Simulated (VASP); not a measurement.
Runs of VASP 6.6.1 on Pt. The structure is that of space group P6_3/mmc (No. 194), or close to it. The cells are those of the table. 

```csv
potentials or basis,cell,cutoff (eV),second run,gap on the mesh (eV),pressure (GPa)
"VASP PAW PBE potentials, release 64 (Pt_sv_GW)","a = 2.832, b = 2.832, c = 4.917 Å, angles 90.0, 90.0, 120.0°, 2 atoms",550,valence_matched,none,-22.1
"VASP PAW PBE potentials, release 64 (Pt)","a = 2.711, b = 2.711, c = 4.705 Å, angles 90.0, 90.0, 120.0°, 2 atoms",520,-,none,(b)
"VASP PAW PBE potentials, release 64 (Pt_sv_GW)","a = 2.761, b = 2.761, c = 4.792 Å, angles 90.0, 90.0, 120.0°, 2 atoms",550,valence_matched,none,-8.2
"VASP PAW PBE potentials, release 64 (Pt_sv_GW)","a = 2.809, b = 2.809, c = 4.876 Å, angles 90.0, 90.0, 120.0°, 2 atoms",550,valence_matched,none,-18.3
"VASP PAW PBE potentials, release 64 (Pt_sv_GW)","a = 2.736, b = 2.736, c = 4.749 Å, angles 90.0, 90.0, 120.0°, 2 atoms",550,valence_matched,none,-1.5
"VASP PAW PBE potentials, release 64 (Pt_sv_GW)","a = 2.685, b = 2.685, c = 4.661 Å, angles 90.0, 90.0, 120.0°, 2 atoms",550,valence_matched,none,15.9
"VASP PAW PBE potentials, release 64 (Pt)","a = 2.736, b = 2.736, c = 4.749 Å, angles 90.0, 90.0, 120.0°, 2 atoms",520,-,none,(a)
"VASP PAW PBE potentials, release 64 (Pt)","a = 2.809, b = 2.809, c = 4.876 Å, angles 90.0, 90.0, 120.0°, 2 atoms",520,-,none,-16.1
"VASP PAW PBE potentials, release 64 (Pt)","a = 2.761, b = 2.761, c = 4.792 Å, angles 90.0, 90.0, 120.0°, 2 atoms",520,-,none,-5.6
"VASP PAW PBE potentials, release 64 (Pt)","a = 2.685, b = 2.685, c = 4.661 Å, angles 90.0, 90.0, 120.0°, 2 atoms",520,-,none,19.2
"VASP PAW PBE potentials, release 64 (Pt)","a = 2.785, b = 2.785, c = 4.834 Å, angles 90.0, 90.0, 120.0°, 2 atoms",520,-,none,(c)
"VASP PAW PBE potentials, release 64 (Pt_sv_GW)","a = 2.785, b = 2.785, c = 4.834 Å, angles 90.0, 90.0, 120.0°, 2 atoms",550,valence_matched,none,-13.7
```

Alike in all rows: task single point; level r2SCAN; no spin polarisation; k mesh 10 × 10 × 5; smearing fermi-dirac 0.1 eV.

Question: Fill in the values left out.

Answer: (a) 1.2; (b) 9.4; (c) -11.3.

Caveats: the PAW data sets were made with another functional, which shifts forces and pressure a little; spin-orbit coupling is left out, which moves the levels of the heavy elements.

A k mesh can miss the band edges, and the runs leave out spin-orbit coupling on Pt.

A gap of «none» marks levels without a gap at the run's occupations.

The runs don't all hold the same shells in valence.
